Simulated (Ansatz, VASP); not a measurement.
Two plane-wave programs on Be2CdO3

```xyz
6
Lattice="4.9349 0.0000 0.0000 -2.4675 4.2738 0.0000 0.0000 0.0000 2.4969" Properties=species:S:1:pos:R:3 pbc="T T T"
Be    0.0000    2.8492    1.2484
Be    2.4675    1.4246    1.2484
Cd    0.0000    0.0000    1.2484
O     2.4675    0.0000    0.0000
O    -1.2337    2.1369    0.0000
O     1.2337    2.1369    0.0000
```

Alike in both runs: functional PBE; k mesh 3 × 3 × 3; occupations gaussian, width 0.15 eV; no spin polarisation.

Ansatz relaxed the structure, and its values are those at the end. VASP's run is a single point on that final structure, the one shown.

```csv
,VASP,Ansatz
version,VASP 6.6.1,Ansatz 0.2.0
potentials or method,"VASP PAW PBE potentials, release 64 (Be, Cd, O), cutoff 600 eV","scalar-relativistic, plane waves, PAW"
valence electrons in the cell,34,42
```

```csv
,VASP,Ansatz,Ansatz less VASP
gap on the k mesh at the Fermi level (eV),none,none,-
pressure (GPa),0.8,0.3,-0.49
```

A gap of «none» marks a metal or a gap that the smearing closes. With one functional, cell and mesh, what is left measures potentials, basis and numerics. VASP's potentials hold 34 valence electrons a cell and Ansatz's 42, so a difference there can come from the potentials and not from the codes.

The k mesh is coarse, so the values compare programs but aren't converged.
